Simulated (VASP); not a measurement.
Write the native input for VASP 6.6.1 that does the following.

```
Task                   : relaxation of cell and atoms
Functional             : PBEsol
Potentials or basis    : VASP PAW PBE potentials, release 64 (Hf_pv, N)
Cutoff                 : 600 eV
k mesh                 : 16 × 16 × 16
Occupations            : gaussian, width 0.1 eV
Spin                   : no spin polarisation
Dipole correction      : no
Further INCAR settings : ALGO = Normal; EDIFF = 1e-07; IBRION = 2; EDIFFG = -0.005; NSW = 100; ISIF = 3
```

The structure of HfN lies in POSCAR:

```
HfN
1.0
    0.0000000000      2.2590026142      2.2590026142
    2.2590026142      0.0000000000      2.2590026142
    2.2590026142      2.2590026142      0.0000000000
Hf N
1 1
Direct
    0.5000000000      0.5000000000      0.5000000000
    0.0000000000      0.0000000000      0.0000000000
```

One way to write it, as run:

INCAR

```
PREC     = Accurate       # precision mode
ENCUT    = 600            # plane-wave cutoff, eV
EDIFF    = 1E-7           # SCF threshold, eV
ISMEAR   = 0              # smearing method
SIGMA    = 0.1            # smearing width, eV
LREAL    = False          # projectors in reciprocal space
LASPH    = True           # aspherical terms in the spheres
NELM     = 60             # most SCF steps
ALGO     = Normal         # electronic algorithm
ISIF     = 3              # what is computed and relaxed
LWAVE    = False          # write WAVECAR
LCHARG   = False          # write CHGCAR
GGA      = PS             # functional
IBRION   = 2              # ionic algorithm
NSW      = 100            # ionic steps
EDIFFG   = -0.005         # ionic threshold
```

KPOINTS

```
regular mesh
0
Gamma
  16 16 16
```

Potentials or basis: VASP PAW PBE potentials, release 64 (Hf_pv, N).

Launch:

```console
$ cat potpaw_PBE.64/Hf_pv/POTCAR potpaw_PBE.64/N/POTCAR > POTCAR
$ mpirun -np 1 vasp_std > vasp.out
```

It gave:

```json
{"Relaxed volume": "11.31 Å³/atom", "Relaxed cell": "a = 3.175 Å, b = 3.175 Å, c = 3.175 Å, α = 60.00°, β = 60.00°, γ = 60.00°", "Space group after relaxing (to 0.05 Å)": "Fm-3m (No. 225)", "Energy gained by relaxing": "3.6 meV/atom", "Ionic steps": "3", "Pressure after relaxing": "-0.1 GPa"}
```

Caveat: the PAW data sets were made with another functional, which shifts forces and pressure a little.

It took 49 s on 1 thread of Intel(R) Xeon(R) 6975P-C (Granite Rapids) (shared host), peak memory 0.21 GiB.
